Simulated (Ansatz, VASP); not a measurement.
# Co in VASP and in Ansatz

The input INCAR:

```
SYSTEM = Co
PREC     = Accurate       ! precision mode
ENCUT    = 520            ! plane-wave cutoff, eV
EDIFF    = 1E-6           ! SCF threshold, eV
ISMEAR   = -1             ! smearing method
SIGMA    = 0.1            ! smearing width, eV
LREAL    = .False.        ! projectors in reciprocal space
LASPH    = .True.         ! aspherical terms in the spheres
NELM     = 100            ! most SCF steps
ALGO     = Normal         ! electronic algorithm
ISIF     = 2              ! what is computed and relaxed
LWAVE    = .False.        ! write WAVECAR
LCHARG   = .False.        ! write CHGCAR
GGA      = RP             ! functional
NBANDS   = 20             ! bands
```

File KPOINTS:

```
regular mesh
0
Gamma
  12 12 17
  0 0 0
```

Contents of POSCAR:

```
Co
1.0
    3.9927169426      0.0000000000      0.0000000000
   -1.9963584713      3.4577943024      0.0000000000
    0.0000000000      0.0000000000      2.4485154778
Co
3
Direct
    0.0000000000      0.0000000000      0.0000000000
    0.3333333333      0.6666666667      0.5000000000
    0.6666666667      0.3333333333      0.5000000000
```

Input for Ansatz:

```yaml
crystal:
  lattice:
    - [3.9927169426, 0.0, 0.0]
    - [-1.9963584713, 3.4577943024, 0.0]
    - [0.0, 0.0, 2.4485154778]
  atoms:
    - { symbol: Co, position: [0.0, 0.0, 0.0] }
    - { symbol: Co, position: [0.3333333333, 0.6666666667, 0.5] }
    - { symbol: Co, position: [0.6666666667, 0.3333333333, 0.5] }
hamiltonian:
  xc: rpbe
  pseudopotentials:
    kind: paw
    azcp:
      Co: "pseudopotentials/Co.paw.azcp"
basis:
  ecutwfc: 420
  fft_grid_basis: typed
kpoints:
  mp_grid: { grid: [12, 12, 17], shift: [0, 0, 0] }
magnetization:
  spin_polarized: false
scf:
  occupations: { method: fermi_dirac, width: 0.1 }
output:
  stress: true
  write_density: true
  write_potential: true
  elf: true
  volumetric_format: npy
```

Alike in both runs: task single point; functional RPBE; k mesh 12 × 12 × 17; occupations fermi-dirac, width 0.1 eV; no spin polarisation.

|  | VASP | Ansatz |
| --- | --- | --- |
| version | VASP 6.6.1 | Ansatz 0.2.0 |
| potentials or method | VASP PAW PBE potentials, release 64 (Co), cutoff 520 eV | plane waves (420 eV) with PAW, scalar-relativistic |
| valence electrons in the cell | 27 | 51 |

```csv
,VASP,Ansatz,Ansatz less VASP
pressure (GPa),-8.0,-7.8,+0.15
"traceless stress, the component that is largest in VASP (GPa)",0.45,0.54,+0.095
```

VASP's potentials were made for PBE, not for RPBE. The functional is the same, so the differences come from potentials, cutoffs and numerics. VASP's potentials hold 27 valence electrons a cell and Ansatz's 51, so a difference there can come from the potentials and not from the codes.
